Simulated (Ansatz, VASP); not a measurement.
Two plane-wave programs on Ba

INCAR

```
PREC = Accurate
ENCUT = 520
EDIFF = 1E-6
ISMEAR = 0
SIGMA = 0.15
LREAL = False
LASPH = True
NELM = 100
ALGO = Fast
ISIF = 2
LWAVE = False
LCHARG = False
GGA = CA
NBANDS = 17
```

KPOINTS

```
regular mesh
0
Gamma
  9 9 14
```

The input POSCAR:

```
Ba
1.0
    7.0919155192      0.0000000000      0.0000000000
   -3.5459577597      6.1417790011      0.0000000000
    0.0000000000      0.0000000000      3.8044354002
Ba
2
Direct
    0.3333333333      0.6666666667      0.5000000000
    0.6666666667      0.3333333333      0.5000000000
```

Input for Ansatz:

```yaml
crystal:
  lattice:
    - [7.0919155192, 0.0, 0.0]
    - [-3.5459577597, 6.1417790011, 0.0]
    - [0.0, 0.0, 3.8044354002]
  atoms:
    - { symbol: Ba, position: [0.3333333333, 0.6666666667, 0.5] }
    - { symbol: Ba, position: [0.6666666667, 0.3333333333, 0.5] }
basis:
  ecutwfc: 420
kpoints:
  mp_grid: { grid: [9, 9, 14] }
hamiltonian:
  xc: lda
scf:
  occupations: { method: gaussian, width: 0.15 }
output:
  forces: true
  stress: true
  eigenvalues: true
```

Alike in both runs: task single point; functional LDA; k mesh 9 × 9 × 14; occupations gaussian, width 0.15 eV; no spin polarisation.

|  | VASP | Ansatz |
| --- | --- | --- |
| version | VASP 6.6.1 | Ansatz 0.2.0 |
| potentials or method | VASP PAW LDA potentials, release 64 (Ba_sv), cutoff 520 eV | scalar-relativistic, plane waves, PAW |
| valence electrons in the cell | 20 | 20 |

```csv
,VASP,Ansatz,Ansatz less VASP
gap on the k mesh at the Fermi level (eV),none,none,-
pressure (GPa),-0.5,-0.5,-0.04
"traceless stress, the component that is largest in VASP (GPa)",0.21,0.19,-0.020
```

LDA's correlation is that of Perdew and Zunger in VASP and of Perdew and Wang (1992) in Ansatz. A gap of «none» marks a metal or a gap that the smearing closes.

Spin-orbit coupling is off throughout.
